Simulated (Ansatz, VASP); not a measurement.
## Two plane-wave programs on SiSbTe2

```xyz
4
Lattice="3.9963 0.0000 0.0000 0.0000 3.9963 0.0000 0.0000 0.0000 8.4133" Properties=species:S:1:pos:R:3 pbc="T T T"
Si    0.0000    0.0000    0.0000
Sb    1.9982    1.9982    4.2067
Te    1.9982    0.0000    6.5786
Te    0.0000    1.9982    1.8347
```

Change from the starting cell: species swapped into the AlGaN2 type (P-4m2, No. 115).

Alike in both runs: functional PBE; k mesh 4 × 4 × 4; occupations gaussian, width 0.1 eV; no spin polarisation.

Ansatz relaxed the structure, and its values are those at the end. VASP's run is a single point on that final structure, the one shown.

```csv
,VASP,Ansatz
version,VASP 6.6.1,Ansatz 0.2.0
potentials or method,"VASP PAW PBE potentials, release 64 (Si, Sb, Te), cutoff 520 eV","scalar-relativistic, plane waves, PAW"
valence electrons in the cell,21,51
```

Ansatz gave:

| Item | Value |
| --- | --- |
| gap on the k mesh at the Fermi level (eV) | none |
| pressure (GPa) | 0.0 |
| rms of the force components (eV/Å) | 0.002 |

**Question.** What did VASP give for the same quantities?

**Answer.** gap on the k mesh at the Fermi level (eV): none; pressure (GPa): 0.0; rms of the force components (eV/Å): 0.004.

A gap of «none» marks a metal or a gap that the smearing closes. With one functional, cell and mesh, what is left measures potentials, basis and numerics. VASP's potentials hold 21 valence electrons a cell and Ansatz's 51, so a difference there can come from the potentials and not from the codes.

The k mesh is coarse, so the values compare programs but aren't converged. Neither program's run includes spin-orbit coupling.
